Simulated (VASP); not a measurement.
# CuO (Cc) in VASP: single point with PBE+U

Aim: the single point of CuO with PBE+U.

Everything below comes from runs of VASP 6.6.1. Logs are shortened: lines on timing, memory, paths and dates and some standing lists are left out, and cuts for length are marked.

**1. The cell of the first run**

It takes space group Cc (No. 9, monoclinic). Conventional cell: a = 4.689 Å, b = 3.427 Å, c = 5.132 Å, α = 90.00°, β = 99.65°, γ = 90.00°. Within 2.5 Å of Cu (site symmetry 1) lie 4 O at 1.91 to 2.02 Å. O (site symmetry 1) has 4 Cu at 1.91 to 2.02 Å within 2.5 Å.

**2. Single point, PBE+U, collinear spin, ferromagnetic start**

File INCAR:

```
SYSTEM = CuO
PREC     = Accurate       ! precision mode
ENCUT    = 520            ! plane-wave cutoff, eV
EDIFF    = 1E-7           ! SCF threshold, eV
ISMEAR   = 0              ! smearing method
SIGMA    = 0.05           ! smearing width, eV
LREAL    = .False.        ! projectors in reciprocal space
LASPH    = .True.         ! aspherical terms in the spheres
NELM     = 150            ! most SCF steps
ALGO     = Normal         ! electronic algorithm
ISIF     = 2              ! what is computed and relaxed
LWAVE    = .False.        ! write WAVECAR
LCHARG   = .True.         ! write CHGCAR
ISPIN    = 2              ! spin polarisation
MAGMOM   = 1 1 0 0        ! initial moments
LORBIT   = 11             ! projections on sites
LMAXMIX  = 4              ! l up to which the mixer works
LDAU     = .True.         ! DFT+U
LDAUTYPE = 1            
LDAUL    = 2 -1           ! shell
LDAUU    = 5 0            ! U, eV
LDAUJ    = 0.9 0        
LDAUPRINT= 1            
GGA      = PE             ! functional
LELF     = .True.         ! ELF
LVHAR    = .True.       
NBANDS   = 29             ! bands
```

File KPOINTS:

```
regular mesh
0
Gamma
  7 7 4
  0 0 0
```

File POSCAR:

```
CuO
1.0
    2.3446497600     -1.7133998200      0.0000000000
    2.3446497600      1.7133998200      0.0000000000
   -0.8605499100      0.0000000000      5.0594394800
Cu O
2 2
Direct
    0.0032000000      0.4968000000      0.0000000000
    0.4968000000      0.0032000000      0.5000000000
    0.5714000000      0.4056000000      0.2537000000
    0.4056000000      0.5714000000      0.7537000000
```

Potentials or basis: VASP PAW PBE potentials, release 64 (Cu, O).

Run with:

```console
cat potpaw_PBE.64/Cu/POTCAR potpaw_PBE.64/O/POTCAR > POTCAR
mpirun -np 1 vasp_std > vasp.out
```

OUTCAR:

```text
SYSTEM = CuO
   PREC = Accurate
   ENCUT = 520
   EDIFF = 1E-7
   ISMEAR = 0
   LREAL = .False.
   LASPH = .True.
   NELM = 150
   ISIF = 2
   ISPIN = 2
   LORBIT = 11
   GGA = PE

 ion  position               nearest neighbor table
   1  0.003  0.497  0.000-   4 1.91   3 1.93   4 1.98   3 2.02
   2  0.497  0.003  0.500-   3 1.91   4 1.93   3 1.98   4 2.02
   3  0.571  0.406  0.254-   2 1.91   1 1.93   2 1.98   1 2.02
   4  0.406  0.571  0.754-   1 1.91   2 1.93   1 1.98   2 2.02

  LATTYP: Found a base centered monoclinic cell.
 ALAT       =     4.6892995200
 B/A-ratio  =     0.7307700490
 C/A-ratio  =     1.0944283419
 COS(beta)  =    -0.1676798045

  Lattice vectors:

 A1 = (   2.3446497600,  -1.7133998200,   0.0000000000)
 A2 = (   2.3446497600,   1.7133998200,   0.0000000000)
 A3 = (  -0.8605499100,   0.0000000000,   5.0594394800)

Analysis of symmetry for initial positions (statically):
=====================================================================
 Subroutine PRICEL returns:
 Original cell was already a primitive cell.

 Routine SETGRP: Setting up the symmetry group for a
 base centered monoclinic supercell.

 Subroutine GETGRP returns: Found  2 space group operations
 (whereof  1 operations were pure point group operations)
 out of a pool of  4 trial point group operations.

The static configuration has the point symmetry C_1 .
 The point group associated with its full space group is C_1h.

Analysis of symmetry for dynamics (positions and initial velocities):
=====================================================================
 Subroutine PRICEL returns:
 Original cell was already a primitive cell.

 Routine SETGRP: Setting up the symmetry group for a
 base centered monoclinic supercell.

 Subroutine GETGRP returns: Found  2 space group operations
 (whereof  1 operations were pure point group operations)
 out of a pool of  4 trial point group operations.

The dynamic configuration has the point symmetry C_1 .
 The point group associated with its full space group is C_1h.

Analysis of structural, dynamic, and magnetic symmetry:
=====================================================================
 Subroutine PRICEL returns:
 Original cell was already a primitive cell.

 Routine SETGRP: Setting up the symmetry group for a
 base centered monoclinic supercell.

 Subroutine GETGRP returns: Found  2 space group operations
 (whereof  1 operations were pure point group operations)
 out of a pool of  4 trial point group operations.

The overall configuration has the point symmetry C_1 .
 The point group associated with its full space group is C_1h.

 Subroutine INISYM returns: Found  2 space group operations
 (whereof  1 operations are pure point group operations),
 and found     1 'primitive' translations

----------------------------------------------------------------------------------------

                                     Primitive cell

  volume of cell :      40.6508

  direct lattice vectors                    reciprocal lattice vectors
     2.344649760 -1.713399820  0.000000000     0.213251467 -0.291817470  0.036271514
     2.344649760  1.713399820  0.000000000     0.213251467  0.291817470  0.036271514
    -0.860549910  0.000000000  5.059439480     0.000000000  0.000000000  0.197650353

  length of vectors
     2.903983719  2.903983719  5.132102298     0.363248188  0.363248188  0.197650353

  position of ions in fractional coordinates (direct lattice)
[... 142 lines left out ...]
  0.0117  0.0029  0.9711 -0.0040 -0.0008
  0.0469  0.2525 -0.0040  0.6102  0.1195
 -0.0161 -0.0839 -0.0008  0.1195  0.9265

 occupancies and eigenvectors

  o =  0.3841  v =  0.0000  0.0000  0.0000  0.0000  0.0000 -0.1122 -0.5551  0.0099  0.7816 -0.2613      0.0000  0.0000  0.0000  0.0000  0.0000  0.0000  0.0000  0.0000  0.0000  0.0000
  o =  0.9489  v =  0.0000  0.0000  0.0000  0.0000  0.0000  0.8411  0.1990 -0.4322  0.2275 -0.1199      0.0000  0.0000  0.0000  0.0000  0.0000  0.0000  0.0000  0.0000  0.0000  0.0000
  o =  0.9578  v =  0.8579  0.1782 -0.4318  0.2012 -0.0731  0.0000  0.0000  0.0000  0.0000  0.0000      0.0000  0.0000  0.0000  0.0000  0.0000  0.0000  0.0000  0.0000  0.0000  0.0000
  o =  0.9663  v =  0.0000  0.0000  0.0000  0.0000  0.0000  0.1149 -0.0035  0.1342  0.3231  0.9297      0.0000  0.0000  0.0000  0.0000  0.0000  0.0000  0.0000  0.0000  0.0000  0.0000
  o =  0.9674  v =  0.0000  0.0000  0.0000  0.0000  0.0000 -0.1605  0.7792  0.3423  0.4633 -0.1876      0.0000  0.0000  0.0000  0.0000  0.0000  0.0000  0.0000  0.0000  0.0000  0.0000
  o =  0.9724  v =  0.0612 -0.6556 -0.3628 -0.5758 -0.3213  0.0000  0.0000  0.0000  0.0000  0.0000      0.0000  0.0000  0.0000  0.0000  0.0000  0.0000  0.0000  0.0000  0.0000  0.0000
  o =  0.9733  v =  0.1493 -0.4257 -0.0222  0.0168  0.8920  0.0000  0.0000  0.0000  0.0000  0.0000      0.0000  0.0000  0.0000  0.0000  0.0000  0.0000  0.0000  0.0000  0.0000  0.0000
  o =  0.9781  v =  0.0000  0.0000  0.0000  0.0000  0.0000  0.4909 -0.2122  0.8234 -0.1353 -0.1333      0.0000  0.0000  0.0000  0.0000  0.0000  0.0000  0.0000  0.0000  0.0000  0.0000
  o =  0.9798  v = -0.4803  0.2021 -0.8254  0.1533  0.1535  0.0000  0.0000  0.0000  0.0000  0.0000      0.0000  0.0000  0.0000  0.0000  0.0000  0.0000  0.0000  0.0000  0.0000  0.0000
  o =  1.0310  v =  0.0853  0.5624 -0.0063 -0.7773  0.2686  0.0000  0.0000  0.0000  0.0000  0.0000      0.0000  0.0000  0.0000  0.0000  0.0000  0.0000  0.0000  0.0000  0.0000  0.0000

atom =   2  type =  1  l = 2

 onsite density matrix

spin component  1

  0.9638 -0.0002 -0.0083  0.0069 -0.0018
 -0.0002  0.9909  0.0003  0.0259 -0.0089
 -0.0083  0.0003  0.9747  0.0006 -0.0015
  0.0069  0.0259  0.0006  1.0074 -0.0118
 -0.0018 -0.0089 -0.0015 -0.0118  0.9775

spin component  2

  0.9495 -0.0405 -0.0117 -0.0469  0.0161
 -0.0405  0.7874 -0.0029 -0.2525  0.0839
 -0.0117 -0.0029  0.9711 -0.0040 -0.0008
 -0.0469 -0.2525 -0.0040  0.6102  0.1195
  0.0161  0.0839 -0.0008  0.1195  0.9265

 occupancies and eigenvectors

  o =  0.3841  v =  0.0000  0.0000  0.0000  0.0000  0.0000  0.1122  0.5551  0.0099  0.7816 -0.2613      0.0000  0.0000  0.0000  0.0000  0.0000  0.0000  0.0000  0.0000  0.0000  0.0000
  o =  0.9489  v =  0.0000  0.0000  0.0000  0.0000  0.0000 -0.8411 -0.1990 -0.4322  0.2275 -0.1199      0.0000  0.0000  0.0000  0.0000  0.0000  0.0000  0.0000  0.0000  0.0000  0.0000
  o =  0.9578  v =  0.8579  0.1782  0.4318 -0.2012  0.0731  0.0000  0.0000  0.0000  0.0000  0.0000      0.0000  0.0000  0.0000  0.0000  0.0000  0.0000  0.0000  0.0000  0.0000  0.0000
  o =  0.9663  v =  0.0000  0.0000  0.0000  0.0000  0.0000 -0.1149  0.0035  0.1342  0.3231  0.9297      0.0000  0.0000  0.0000  0.0000  0.0000  0.0000  0.0000  0.0000  0.0000  0.0000
  o =  0.9674  v =  0.0000  0.0000  0.0000  0.0000  0.0000  0.1605 -0.7792  0.3423  0.4633 -0.1876      0.0000  0.0000  0.0000  0.0000  0.0000  0.0000  0.0000  0.0000  0.0000  0.0000
  o =  0.9724  v = -0.0612  0.6556 -0.3628 -0.5758 -0.3213  0.0000  0.0000  0.0000  0.0000  0.0000      0.0000  0.0000  0.0000  0.0000  0.0000  0.0000  0.0000  0.0000  0.0000  0.0000
  o =  0.9733  v =  0.1493 -0.4257  0.0222 -0.0168 -0.8920  0.0000  0.0000  0.0000  0.0000  0.0000      0.0000  0.0000  0.0000  0.0000  0.0000  0.0000  0.0000  0.0000  0.0000  0.0000
  o =  0.9781  v =  0.0000  0.0000  0.0000  0.0000  0.0000 -0.4909  0.2122  0.8234 -0.1353 -0.1333      0.0000  0.0000  0.0000  0.0000  0.0000  0.0000  0.0000  0.0000  0.0000  0.0000
  o =  0.9798  v =  0.4803 -0.2021 -0.8254  0.1533  0.1535  0.0000  0.0000  0.0000  0.0000  0.0000      0.0000  0.0000  0.0000  0.0000  0.0000  0.0000  0.0000  0.0000  0.0000  0.0000
  o =  1.0310  v = -0.0853 -0.5624 -0.0063 -0.7773  0.2686  0.0000  0.0000  0.0000  0.0000  0.0000      0.0000  0.0000  0.0000  0.0000  0.0000  0.0000  0.0000  0.0000  0.0000  0.0000

 number of electron      33.9999999 magnetization       1.9999557

 Free energy of the ion-electron system (eV)
  ---------------------------------------------------
  ext. energy  EPLUGINS =         0.00000000
  ---------------------------------------------------
  free energy    TOTEN  =       -17.11842527 eV

  energy without entropy =      -17.11842526  energy(sigma->0) =      -17.11842527

 E-fermi :   5.3526     XC(G=0): -11.8508

 val. band max:        5.1906852958   @ k =   0.4286   0.4286   0.0000
 cond. band min:       5.5141431289   @ k =  -0.4286   0.4286   0.0000
 fundamental gap:      0.3234578331
 Fermi energy:         5.3526284268

 spin component 1

 k-point     1 :       0.0000    0.0000    0.0000
  band No.  band energies     occupation
      1     -14.1926      1.00000
      2     -12.8527      1.00000
      3      -2.8722      1.00000
      4      -2.2195      1.00000
      5      -1.8649      1.00000
      6       0.1771      1.00000
[... 1529 lines left out ...]
     28      23.7597      0.00000
     29      25.6555      0.00000

 [... further k-points ...]
[... 5 lines left out ...]
  --------------------------------------------------------------------------------------
  -------------------------------------------------------------------------------------
  Total        0.8547214      1.2095628      1.1624228      0.0000000      0.0000000     -0.0098290
  in kB       33.6872894     47.6727188     45.8147790      0.0000000      0.0000000     -0.3873911
  external PRESSURE =      42.3915957 kB  Pullay stress =       0.0000000 kB

 VOLUME and BASIS-vectors are now :
 -----------------------------------------------------------------------------
  energy-cutoff  :      520.00
  volume of cell :       40.65
      direct lattice vectors                 reciprocal lattice vectors
     2.344649760 -1.713399820  0.000000000     0.213251467 -0.291817470  0.036271514
     2.344649760  1.713399820  0.000000000     0.213251467  0.291817470  0.036271514
    -0.860549910  0.000000000  5.059439480     0.000000000  0.000000000  0.197650353

 POSITION                                       TOTAL-FORCE (eV/Angst)
 -----------------------------------------------------------------------------------
      1.17232      0.84573      0.00000        -0.689647      0.298809      0.292531
      0.74205     -0.84573      2.52972        -0.689647     -0.298809      0.292531
      2.07240     -0.28408      1.28358         0.689647      0.123027     -0.292531
      1.64213      0.28408      3.81330         0.689647     -0.123027     -0.292531
 -----------------------------------------------------------------------------------
    total drift:                               -0.000189      0.000000     -0.000497

  FREE ENERGIE OF THE ION-ELECTRON SYSTEM (eV)
  ---------------------------------------------------
  free  energy   TOTEN  =       -17.1184252698 eV

  energy  without entropy=      -17.1184252613  energy(sigma->0) =      -17.11842527

 total charge

# of ion       s       p       d       tot
------------------------------------------
    1        0.379   0.391   9.138   9.908
    2        0.379   0.391   9.138   9.908
    3        1.557   3.442   0.000   4.999
    4        1.557   3.442   0.000   4.999
--------------------------------------------------
tot          3.871   7.667  18.276  29.814

 magnetization (x)

# of ion       s       p       d       tot
------------------------------------------
    1       -0.003   0.004   0.670   0.671
    2       -0.003   0.004   0.670   0.671
    3        0.019   0.271   0.000   0.290
    4        0.019   0.271   0.000   0.290
--------------------------------------------------
tot          0.032   0.550   1.340   1.922
```

It took 5 min on 1 thread of AMD EPYC 7R13, shared host; peak memory 0.21 GiB.

Results:

```yaml
Free_energy: -17.1184 eV
Pressure: 4.2 GPa
Largest_force: 0.807 eV/Å
Band_gap_on_the_k_mesh: 0.32 eV, indirect (least direct gap 0.34 eV)
Net_moment: 2.00 μB per cell
Site_moments: Cu +0.67; O +0.29 μB
Valence_electrons_inside_the_program's_atomic_spheres: Cu 9.91; O 5.00
```

Forces on the atoms (eV/Å):
```
Cu  -0.690  0.299  0.293
Cu  -0.690 -0.299  0.293
O    0.690  0.123 -0.293
O    0.690 -0.123 -0.293
```

Stress tensor (GPa, compression positive):
```
 3.37  0.00 -0.04
 0.00  4.77  0.00
-0.04  0.00  4.58
```

Levels at points of the mesh, in eV from the valence-band top:
Spin up:
```tsv
k point	band 15	band 16	band 17	band 18	band 19	band 20	band 21	band 22
(0.00, 0.00, 0.00)	-2.47	-2.08	-0.53	-0.06	1.88	6.56	8.45	13.84
(0.00, 0.00, 0.50)	-1.76	-1.76	-0.70	-0.70	4.20	4.20	12.03	12.03
```
Spin down:
```
           k point  band 13  band 14  band 15  band 16  band 17  band 18  band 19  band 20
(0.00, 0.00, 0.00)    -2.69    -2.02    -1.95    -1.47     1.53     2.16     2.36     6.68
(0.00, 0.00, 0.50)    -2.97    -2.97    -1.27    -1.27     1.78     1.78     4.50     4.50
```

Eigenvalues of the final occupation matrices:
| site | spin | trace | eigenvalues |
| --- | --- | --- | --- |
| site 1 d | 1 | 4.91 | 0.96 0.97 0.97 0.98 1.03 |
| site 1 d | 2 | 4.24 | 0.38 0.95 0.97 0.97 0.98 |
| site 2 d | 1 | 4.91 | 0.96 0.97 0.97 0.98 1.03 |
| site 2 d | 2 | 4.24 | 0.38 0.95 0.97 0.97 0.98 |

A k mesh can miss the band edges. The state reached can hang on the start; a lower one may exist.
